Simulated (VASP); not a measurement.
# TaRh (P6_3mc) in VASP: relaxation of cell and atoms with PBE

Aim: the relaxation of cell and atoms of TaRh with PBE.

Program: VASP 6.6.1. These are calculated values, not measurements. Logs are shortened: lines on timing, memory, paths and dates and some standing lists are left out, and cuts for length are marked.

## 1. The cell of the first run

It takes space group P6_3mc (No. 186, hexagonal). The conventional cell has a = 3.604 Å, b = 3.604 Å, c = 5.771 Å, α = 90.00°, β = 90.00°, γ = 120.00°. Within 2.9 Å of Ta (site symmetry 3m) lie 4 Rh at 2.19 to 2.21 Å. Within 2.9 Å of Rh (site symmetry 3m) lie 4 Ta at 2.19 to 2.21 Å.

## 2. Relaxation of cell and atoms, PBE

The input, INCAR:

```
ALGO     = Fast           # electronic algorithm
EDIFF    = 1E-6           # SCF threshold, eV
EDIFFG   = -0.04          # ionic threshold
ENCUT    = 600            # plane-wave cutoff, eV
GGA      = PE             # functional
IBRION   = 2              # ionic algorithm
ISIF     = 3              # what is computed and relaxed
ISMEAR   = 0              # smearing method
LASPH    = True           # aspherical terms in the spheres
LCHARG   = False          # write CHGCAR
LREAL    = False          # projectors in reciprocal space
LWAVE    = False          # write WAVECAR
NELM     = 60             # most SCF steps
NSW      = 90             # ionic steps
PREC     = Accurate       # precision mode
SIGMA    = 0.1            # smearing width, eV
```

The input, KPOINTS:

```
k-points
0
Gamma
  6 6 4
```

The input, POSCAR:

```
TaRh
1.0
    3.6038840588      0.0000000000      0.0000000000
   -1.8019420293      3.1210551472      0.0000000000
    0.0000000000      0.0000000000      5.7714960393
Ta Rh
2 2
Direct
    0.3333333333      0.6666666667      0.0000000000
    0.6666666667      0.3333333333      0.5000000000
    0.3333333333      0.6666666667      0.3821000000
    0.6666666667      0.3333333333      0.8821000000
```

Potentials or basis: VASP PAW PBE potentials, release 64 (Ta_pv, Rh_pv).

Command:

```bash
cat potpaw_PBE.64/Ta_pv/POTCAR potpaw_PBE.64/Rh_pv/POTCAR > POTCAR
mpirun -np 1 vasp_std > vasp.out
```

OUTCAR:

```text
EDIFF = 1E-6
   EDIFFG = -0.04
   ENCUT = 600
   GGA = PE
   IBRION = 2
   ISIF = 3
   ISMEAR = 0
   LASPH = True
   LREAL = False
   NELM = 60
   NSW = 90
   PREC = Accurate

 ion  position               nearest neighbor table
   1  0.333  0.667  0.000-   4 2.19   4 2.19   4 2.19   3 2.21   2 3.56   2 3.56   2 3.56   2 3.56
                             2 3.56   2 3.56
   2  0.667  0.333  0.500-   3 2.19   3 2.19   3 2.19   4 2.21   1 3.56   1 3.56   1 3.56   1 3.56
                             1 3.56   1 3.56
   3  0.333  0.667  0.382-   2 2.19   2 2.19   2 2.19   1 2.21
   4  0.667  0.333  0.882-   1 2.19   1 2.19   1 2.19   2 2.21

  LATTYP: Found a hexagonal cell.
 ALAT       =     3.6038840588
 C/A-ratio  =     1.6014655147

  Lattice vectors:

 A1 = (   3.6038840588,   0.0000000000,   0.0000000000)
 A2 = (  -1.8019420293,   3.1210551472,   0.0000000000)
 A3 = (   0.0000000000,   0.0000000000,   5.7714960393)

Analysis of symmetry for initial positions (statically):
=====================================================================
 Subroutine PRICEL returns:
 Original cell was already a primitive cell.

 Routine SETGRP: Setting up the symmetry group for a
 hexagonal supercell.

 Subroutine GETGRP returns: Found 12 space group operations
 (whereof  6 operations were pure point group operations)
 out of a pool of 24 trial point group operations.

The static configuration has the point symmetry C_3v.
 The point group associated with its full space group is C_6v.

Analysis of symmetry for dynamics (positions and initial velocities):
=====================================================================
 Subroutine PRICEL returns:
 Original cell was already a primitive cell.

 Routine SETGRP: Setting up the symmetry group for a
 hexagonal supercell.

 Subroutine GETGRP returns: Found 12 space group operations
 (whereof  6 operations were pure point group operations)
 out of a pool of 24 trial point group operations.

The dynamic configuration has the point symmetry C_3v.
 The point group associated with its full space group is C_6v.

 Subroutine INISYM returns: Found 12 space group operations
 (whereof  6 operations are pure point group operations),
 and found     1 'primitive' translations

----------------------------------------------------------------------------------------

                                     Primitive cell

  volume of cell :      64.9173

  direct lattice vectors                    reciprocal lattice vectors
     3.603884059  0.000000000  0.000000000     0.277478405  0.160202232  0.000000000
    -1.801942029  3.121055147  0.000000000     0.000000000  0.320404464  0.000000000
     0.000000000  0.000000000  5.771496039     0.000000000  0.000000000  0.173265301

  length of vectors
     3.603884059  3.603884059  5.771496039     0.320404463  0.320404464  0.173265301

  position of ions in fractional coordinates (direct lattice)
     0.333333333  0.666666667  0.000000000
     0.666666667  0.333333333  0.500000000
     0.333333333  0.666666667  0.382100000
     0.666666667  0.333333333  0.882100000

  ion indices of the primitive-cell ions
   primitive index   ion index
                 1           1
                 2           2
                 3           3
                 4           4

----------------------------------------------------------------------------------------

 KPOINTS: k-points

Automatic generation of k-mesh.
 Grid dimensions read from file:
 generate k-points for:    6    6    4

 Generating k-lattice:

  Cartesian coordinates                     Fractional coordinates (reciprocal lattice)
     0.046246401  0.026700372  0.000000000     0.166666667  0.000000000  0.000000000
     0.000000000  0.053400744  0.000000000     0.000000000  0.166666667  0.000000000
     0.000000000  0.000000000  0.043316325     0.000000000  0.000000000  0.250000000

  Length of vectors
     0.053400744  0.053400744  0.043316325

  Shift w.r.t. Gamma in fractional coordinates (k-lattice)
     0.000000000  0.000000000  0.000000000

 Subroutine IBZKPT returns following result:
 ===========================================

 Found     21 irreducible k-points:

 Following reciprocal coordinates:
            Coordinates               Weight
  0.000000  0.000000  0.000000      1.000000
  0.166667 -0.000000  0.000000      6.000000
  0.333333 -0.000000  0.000000      6.000000
  0.500000 -0.000000  0.000000      3.000000
  0.166667  0.166667  0.000000      6.000000
  0.333333  0.166667  0.000000     12.000000
[... 13 lines left out ...]
  0.333333  0.166667  0.500000     12.000000
  0.333333  0.333333  0.500000      2.000000
   k-points           NKPTS =     21   k-points in BZ     NKDIM =     21   number of bands    NBANDS=     31
   number of dos      NEDOS =    301   number of ions     NIONS =      4
   total plane-waves  NPLWV =  43200
   dimension x,y,z NGX =    30 NGY =   30 NGZ =   48
   dimension x,y,z NGXF=    60 NGYF=   60 NGZF=   96
   ions per type =               2   2
   NGX,Y,Z   is equivalent  to a cutoff of  13.84, 13.84, 13.83 a.u.
   NGXF,Y,Z  is equivalent  to a cutoff of  27.68, 27.68, 27.65 a.u.
 SYSTEM =  unknown system
   PREC   = accura    normal or accurate (medium, high low for compatibility)
   ISTART =      0    job   : 0-new  1-cont  2-samecut
   ICHARG =      2    charge: 1-file 2-atom 10-const
   ISPIN  =      1    spin polarized calculation?
   LNONCOLLINEAR =      F non collinear calculations
   LSORBIT =      F    spin-orbit coupling
   LASPH  =      T    aspherical Exc in radial PAW
   ENCUT  =  600.0 eV  44.10 Ry    6.64 a.u.   7.20  7.20 11.53*2*pi/ulx,y,z
   NELM   =     60;   NELMIN=  2; NELMDL= -5     # of ELM steps
   EDIFF  = 0.1E-05   stopping-criterion for ELM
   LREAL  =      F    real-space projection
   EDIFFG = -.4E-01   stopping-criterion for IOM
   NSW    =     90    number of steps for IOM
   IBRION =      2    ionic relax: 0-MD 1-quasi-New 2-CG
   NFREE  =      1    steps in history (QN), initial steepest desc. (CG)
   ISIF   =      3    stress and relaxation
   ISYM   =      2    0-nonsym 1-usesym 2-fastsym
   POTIM  = 0.5000    time-step for ionic-motion
   TEBEG  =    0.0;   TEEND  =   0.0 temperature during run
   PSTRESS=    0.0 pullay stress
   NELECT =      52.0000    total number of electrons
   NUPDOWN=      -1.0000    fix difference up-down
   EMIN   =  10.00;   EMAX   =-10.00  energy-range for DOS
   EFERMI =   0.00;   METHOD = LEGACY
   ISMEAR =     0;   SIGMA  =   0.10  broadening in eV -4-tet -1-fermi 0-gaus
   EFERMI_NEDOS =   21; number of points for ismear=-14 and -15
   IALGO  =     68    algorithm
   IMIX   =      4    mixing-type and parameters
     AMIX     =   0.40;   BMIX     =  1.00
     AMIX_MAG =   1.60;   BMIX_MAG =  1.00
  volume/ion in A,a.u.               =      16.23       109.52
  Fermi-wavevector in a.u.,A,eV,Ry     =   1.520393  2.873125 31.451138  2.311593
  Thomas-Fermi vector in A             =   2.629249
   LORBIT       =      0    0 simple, 1 ext, 2 COOP (PROOUT), +10 PAW based schemes
   GGA     = PE    functional components
   LHFCALC =     F    Hartree Fock is set to
   AEXX    =    0.0000 exact exchange contribution
   IVDW    =     0    specifies the selected vdW correction
   LEPSILON=     F    determine dielectric tensor
   LRPA    =     F    only Hartree local field effects (RPA)
 conjugate gradient relaxation of ions
 non-spin polarized calculation
 RMM-DIIS sequential band-by-band and
 Gauss-broadening in eV      SIGMA  =   0.10
  energy-cutoff  :      600.00
  volume of cell :       64.92
 maximum number of plane-waves:      2196
 NGX is ok and might be reduce to    30
   NGX = 15   NGY = 15   NGZ = 23

--------------------------------------- Ionic step        1  -------------------------------------------

 number of electron      52.0000002 magnetization

 Free energy of the ion-electron system (eV)
  ---------------------------------------------------
  ext. energy  EPLUGINS =         0.00000000
  ---------------------------------------------------
  free energy    TOTEN  =       -28.42081870 eV

  energy without entropy =      -28.41901765  energy(sigma->0) =      -28.41991818

------------------------ aborting loop because EDIFF is reached ----------------------------------------

  FORCE on cell =-STRESS in cart. coord.  units (eV):
  Direction    XX          YY          ZZ          XY          YZ          ZX
  --------------------------------------------------------------------------------------
  -------------------------------------------------------------------------------------
  Total       44.4806260     44.4806260     40.0460449      0.0000000     -0.0000000      0.0000000
  in kB     1097.7939127   1097.7939127    988.3472478      0.0000000     -0.0000000      0.0000000
  external PRESSURE =    1061.3116911 kB  Pullay stress =       0.0000000 kB
[... 782 lines left out ...]
  energy  without entropy=      -20.8602012628  energy(sigma->0) =      -20.87970273

--------------------------------------- Ionic step        3  -------------------------------------------

 number of electron      51.9999958 magnetization

------------------------ aborting loop EDIFF was not reached (unconverged)  ----------------------------

  FORCE on cell =-STRESS in cart. coord.  units (eV):
  Direction    XX          YY          ZZ          XY          YZ          ZX
  --------------------------------------------------------------------------------------
  -------------------------------------------------------------------------------------
  Total       -0.8622224     -0.8622224     -4.6609190     -0.0000000      0.0000000      0.0000000
  in kB       -8.5892394     -8.5892394    -46.4308832     -0.0000000      0.0000000      0.0000000
  external PRESSURE =     -21.2031207 kB  Pullay stress =       0.0000000 kB

 VOLUME and BASIS-vectors are now :
 -----------------------------------------------------------------------------
  energy-cutoff  :      600.00
  volume of cell :      160.83
      direct lattice vectors                 reciprocal lattice vectors
     4.920663186  0.000000000  0.000000000     0.203224639  0.117331800  0.000000000
    -2.460331593  4.261419323 -0.000000000    -0.000000000  0.234663600  0.000000000
     0.000000000 -0.000000000  7.670033908    -0.000000000  0.000000000  0.130377520
[... 1455 lines left out ...]
     30       5.7804      0.00000
     31       6.1112      0.00000

[... ionic steps 4 to 31 ...]

--------------------------------------- Ionic step       32  -------------------------------------------

 number of electron      52.0000008 magnetization

------------------------ aborting loop because EDIFF is reached ----------------------------------------

  FORCE on cell =-STRESS in cart. coord.  units (eV):
  Direction    XX          YY          ZZ          XY          YZ          ZX
  --------------------------------------------------------------------------------------
  -------------------------------------------------------------------------------------
  Total        0.1380308      0.1380308     -0.1206739      0.0000000      0.0000000      0.0000000
  in kB        2.5739069      2.5739069     -2.2502468      0.0000000      0.0000000      0.0000000
  external PRESSURE =       0.9658556 kB  Pullay stress =       0.0000000 kB
[... 61 lines left out ...]
  energy  without entropy=      -36.6171543673  energy(sigma->0) =      -36.62605757

--------------------------------------- Ionic step       34  -------------------------------------------

 number of electron      52.0000012 magnetization

 Free energy of the ion-electron system (eV)
  ---------------------------------------------------
  ext. energy  EPLUGINS =         0.00000000
  ---------------------------------------------------
  free energy    TOTEN  =       -36.63539814 eV

  energy without entropy =      -36.61777174  energy(sigma->0) =      -36.62658494

 E-fermi :   5.6281     XC(G=0): -11.1808

 val. band max:        5.5567576835   @ k =   0.3333   0.1667   0.2500
 cond. band min:       5.6462409145   @ k =   0.0000   0.0000   0.0000
 fundamental gap:      0.0894832310
 Fermi energy:         5.6280794047

 k-point     1 :       0.0000    0.0000    0.0000
  band No.  band energies     occupation
      1     -41.2371      2.00000
      2     -41.2049      2.00000
      3     -41.1371      2.00000
      4     -41.1371      2.00000
      5     -41.1232      2.00000
      6     -41.1232      2.00000
[... 734 lines left out ...]
  FREE ENERGIE OF THE ION-ELECTRON SYSTEM (eV)
  ---------------------------------------------------
  free  energy   TOTEN  =       -36.6353981431 eV

  energy  without entropy=      -36.6177717437  energy(sigma->0) =      -36.62658494

 reached required accuracy - stopping structural energy minimisation
```

Run time: 24 min. Hardware: 1 thread of Intel Xeon 6975P-C (Granite Rapids), shared host; peak memory 0.24 GiB.

What came out:

```yaml
Free_energy: -36.6354 eV
Relaxed_volume: 21.51 Å³/atom
Relaxed_cell: a = 4.403 Å, b = 4.403 Å, c = 5.125 Å, α = 90.00°, β = 90.00°, γ = 120.00°
Space_group_after_relaxing_to_0.1_Å: P6_3/mmc (No. 194)
Pressure_after_relaxing: -0.1 GPa
Largest_force_after_relaxing: 0.030 eV/Å
Band_gap_on_the_k_mesh: zero (bands 26 and 27 overlap by 1.83 eV)
```

Forces in eV/Å, atoms in the order of the input:
```
Ta   0.000  0.000 -0.030
Ta   0.000  0.000 -0.030
Rh   0.000  0.000  0.030
Rh   0.000  0.000  0.030
```

Final structure:
```
CELL_PARAMETERS angstrom
4.40329 0.00000 0.00000
-2.20165 3.81336 0.00000
0.00000 0.00000 5.12497
ATOMIC_POSITIONS crystal
Ta 0.33333 0.66667 0.94150
Ta 0.66667 0.33333 0.44150
Rh 0.33333 0.66667 0.44060
Rh 0.66667 0.33333 0.94060
```

Caveat: the volume moved by over 15 % at a fixed basis, so the end points are rough; spin-orbit coupling is left out, which moves the levels of the heavy elements.
